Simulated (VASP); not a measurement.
Here is a VASP 6.6.1 calculation.

INCAR

```
PREC = Accurate
ENCUT = 520
EDIFF = 1E-6
ISMEAR = -1
SIGMA = 0.02
LREAL = Auto
LASPH = T
NELM = 80
ALGO = Normal
ISIF = 2
LWAVE = F
LCHARG = F
GGA = PE
IBRION = 2
NSW = 35
EDIFFG = -0.3
```

The input KPOINTS:

```
Automatic mesh
0
Gamma
  1 1 1
```

File POSCAR:

```
CSO
1.0
    7.6528630000      0.0000000000      0.0000000000
    0.0000000000      7.6528630000      0.0000000000
    0.0000000000      0.0000000000      7.6528630000
O C S
6 6 6
Direct
    0.5362670000      0.7029806000      0.0081615000
    0.9099688000      0.0495429000     -0.0585910000
    0.5683329000     -0.0370920000      0.7123546000
    0.8433862000      0.3775392000      0.1873840000
    0.3315748000      0.4029341000      1.0254167000
    1.0619699000      0.7649390000      0.6665555000
    0.5309021000      0.7909978000      0.1344494000
    0.9778284000      0.0289923000      0.0781467000
    0.4251532000      0.0165630000      0.6937763000
    0.9607836000      0.3969819000      0.2851813000
    0.3963823000      0.4106052000      0.8858975000
    0.9768669000      0.6648146000      0.7469112000
    0.5237777000      0.9078784000      0.3021509000
    1.0679411000      0.0017027000      0.2597248000
    0.2350206000      0.0878130000      0.6691055000
    1.1166789000      0.4228004000      0.4150491000
    0.4824421000      0.4207920000      0.7006259000
    0.8638560000      0.5318565000      0.8536178000
```

Potentials or basis: VASP PAW PBE potentials, release 64 (O, C, S).

Run with:

```sh
$ cat potpaw_PBE.64/O/POTCAR potpaw_PBE.64/C/POTCAR potpaw_PBE.64/S/POTCAR > POTCAR
$ mpirun -np 1 vasp_gam > vasp.out
```

Task: What does it give for the band gap on the k mesh?

Result: 4.59 eV.

Task: Predict the energy gained by relaxing.

Result: 19.7 meV/atom.

Final structure:
```yaml
crystal:
  lattice:
    - [7.65286, 0.00000, 0.00000]
    - [0.00000, 7.65286, 0.00000]
    - [0.00000, 0.00000, 7.65286]
  atoms:
    - { symbol: O, position: [0.53510, 0.72630, 0.00868] }
    - { symbol: O, position: [0.89688, 0.05276, 0.93965] }
    - { symbol: O, position: [0.57288, 0.95850, 0.71280] }
    - { symbol: O, position: [0.82611, 0.37586, 0.22046] }
    - { symbol: O, position: [0.32711, 0.37908, 0.00665] }
    - { symbol: O, position: [0.04983, 0.75398, 0.64277] }
    - { symbol: C, position: [0.53699, 0.80353, 0.14148] }
    - { symbol: C, position: [0.96974, 0.01586, 0.06974] }
    - { symbol: C, position: [0.42751, 0.00585, 0.69814] }
    - { symbol: C, position: [0.95202, 0.40876, 0.30278] }
    - { symbol: C, position: [0.39763, 0.41871, 0.87577] }
    - { symbol: C, position: [0.97947, 0.65544, 0.73775] }
    - { symbol: S, position: [0.53977, 0.90545, 0.31687] }
    - { symbol: S, position: [0.06588, 0.96664, 0.24195] }
    - { symbol: S, position: [0.23551, 0.06850, 0.67784] }
    - { symbol: S, position: [0.11926, 0.45337, 0.40873] }
    - { symbol: S, position: [0.49041, 0.47064, 0.70222] }
    - { symbol: S, position: [0.88701, 0.52341, 0.86165] }
```

Caveat: the k points lie up to 0.82 Å⁻¹ apart.
